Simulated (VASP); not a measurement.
Write the native input for VASP 6.6.1 that does the following.

```
Task                   : single point
Functional             : LDA
Potentials or basis    : VASP PAW LDA potentials, release 64 (O)
Cutoff                 : 520 eV
k mesh                 : 14 × 14 × 14
Occupations            : fermi-dirac, width 0.08 eV
Spin                   : no spin polarisation
Dipole correction      : no
Further INCAR settings : ALGO = Normal; EDIFF = 1e-06; NBANDS = 13
```

The structure of O lies in POSCAR:

```
O
1.0
    0.0000000000      1.8772008259      3.8726695203
    1.4916936829      0.0000000000      3.8726695203
    1.4916936829      1.8772008259      0.0000000000
O
2
Direct
    0.4210980000      0.4210980000      0.5789020000
    0.5789020000      0.5789020000      0.4210980000
```

These files were run (other wordings do the same):

INCAR

```
PREC = Accurate ; ENCUT = 520
EDIFF = 1E-6 ; ISMEAR = -1
SIGMA = 0.08 ; LREAL = False
LASPH = True ; NELM = 60
ALGO = Normal ; ISIF = 2
LWAVE = False ; LCHARG = False
NBANDS = 13
```

KPOINTS

```
Automatic mesh
0
Gamma
  14 14 14
```

Potentials or basis: VASP PAW LDA potentials, release 64 (O).

The run is started by

```bash
$ cat potpaw_LDA.64/O/POTCAR > POTCAR
$ mpirun -np 1 vasp_std > vasp.out
```

It gave:

| Property | Result |
| --- | --- |
| Pressure | -5.9 GPa |
| Largest force | 0.293 eV/Å |
| Band gap on the k mesh | zero (bands 6 and 7 overlap by 2.12 eV) |

Caveat: the standard files for N, O and F lose accuracy on very short bonds; spin is off for a triplet molecule; the cell stands under tension.

Wall time 110 s on 1 thread of Oxide Virtual Turin-like Processor, with other jobs on the host, peak memory 0.16 GiB.
